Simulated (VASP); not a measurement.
Set up this calculation in VASP 6.6.1, as the native input.

| Item | Value |
| --- | --- |
| Task | single point |
| Functional | r2SCAN |
| Potentials or basis | VASP PAW PBE potentials, release 64 (Au) |
| Cutoff | 520 eV |
| k mesh | 18 × 18 × 18 |
| Occupations | gaussian, width 0.1 eV |
| Spin | no spin polarisation |
| Dipole correction | no |
| Further INCAR settings | ALGO = Normal; EDIFF = 1e-06; NBANDS = 12 |

The system is Au.

```
CELL_PARAMETERS angstrom
-1.63760 1.63760 1.63760
1.63760 -1.63760 1.63760
1.63760 1.63760 -1.63760
ATOMIC_POSITIONS crystal
Au 0.00000 0.00000 0.00000
```

This isn't the form of Au at room conditions, which is fcc.

One way to write it, as run:

POSCAR

```
Au
1.0
   -1.6375961079      1.6375961079      1.6375961079
    1.6375961079     -1.6375961079      1.6375961079
    1.6375961079      1.6375961079     -1.6375961079
Au
1
Direct
    0.0000000000      0.0000000000      0.0000000000
```

INCAR.step1

```
SYSTEM = Au
  PREC = Accurate
  ENCUT = 520
  ISMEAR = 0
  SIGMA = 0.1
  LREAL = .False.
  LASPH = .True.
  NELM = 100
  NBANDS = 12
  GGA = PE
  ALGO = Normal
  EDIFF = 1E-4
  LWAVE = .True.
  LCHARG = .False.
```

INCAR.step2

```
SYSTEM = Au
  PREC = Accurate
  ENCUT = 520
  EDIFF = 1E-6
  ISMEAR = 0
  SIGMA = 0.1
  LREAL = .False.
  LASPH = .True.
  NELM = 100
  ALGO = Normal
  ISIF = 2
  LWAVE = .False.
  LCHARG = .True.
  METAGGA = R2SCAN
  LMIXTAU = .True.
  LELF = .True.
  LVHAR = .True.
  NBANDS = 12
  ISTART = 1
```

KPOINTS

```
Automatic mesh
0
Gamma
  18 18 18
  0 0 0
```

Potentials or basis: VASP PAW PBE potentials, release 64 (Au).

The run is started by

```bash
$ cat potpaw_PBE.64/Au/POTCAR > POTCAR
$ cp INCAR.step1 INCAR
$ mpirun -np 1 vasp_std > vasp.out
$ cp INCAR.step2 INCAR
$ mpirun -np 1 vasp_std > vasp.out
```

It gave:

| Item | Value |
| --- | --- |
| Pressure | 0.3 GPa |
| Band gap on the k mesh | zero (an odd number of electrons rules out a gap without spin polarisation) |

Caveat: the PAW data sets were made with another functional, which shifts forces and pressure a little; spin-orbit coupling is left out, which moves the levels of the heavy elements.

Wall time 91 s on 1 thread of AMD EPYC 9R45 96-Core Processor (Zen 5) (shared host), peak memory 0.15 GiB.
